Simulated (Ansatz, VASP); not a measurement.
Al: VASP beside Ansatz

```
CELL_PARAMETERS angstrom
0.00000 1.96469 1.96469
1.96469 0.00000 1.96469
1.96469 1.96469 0.00000
ATOMIC_POSITIONS crystal
Al 0.00000 0.00000 0.00000
```

Alike in both runs: task single point; functional LDA; k mesh 22 × 22 × 22; occupations fermi-dirac, width 0.1 eV; no spin polarisation.

|  | VASP | Ansatz |
| --- | --- | --- |
| version | VASP 6.6.1 | Ansatz 0.2.0 |
| potentials or method | VASP PAW LDA potentials, release 64 (Al), cutoff 520 eV | plane waves (420 eV) with PAW, scalar-relativistic |
| valence electrons in the cell | 3 | 3 |

Ansatz gave:

* pressure (GPa): 3.8

Problem. What did VASP give for the same quantities?

Solution. Pressure (GPa): 3.9.

Ansatz warns that its potentials were made for another functional, while VASP's fit it. LDA's correlation is that of Perdew and Zunger in VASP and of Perdew and Wang (1992) in Ansatz.
